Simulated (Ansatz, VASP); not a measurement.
**Two plane-wave programs on H**

```
CELL_PARAMETERS angstrom
12.00000 0.00000 0.00000
0.00000 12.50000 0.00000
0.00000 0.00000 13.00000
ATOMIC_POSITIONS crystal
H 0.45000 0.47000 0.47113
H 0.45000 0.47000 0.52887
```

Alike in both runs: task relaxation of the atoms; functional HSE06; k mesh 1 × 1 × 1; no spin polarisation.

```csv
,VASP,Ansatz
version,VASP 6.6.1,Ansatz 0.2.0
potentials or method,"VASP PAW PBE potentials, release 64 (H), cutoff 520 eV",plane-wave PAW DFT
occupations,"gaussian, width 0.01 eV",fixed
valence electrons in the cell,2,2
```

|  | VASP | Ansatz | Ansatz less VASP |
| --- | --- | --- | --- |
| gap on the k mesh at the Fermi level, each at its own relaxed structure (eV) | 11.43 | 11.47 | +0.041 |
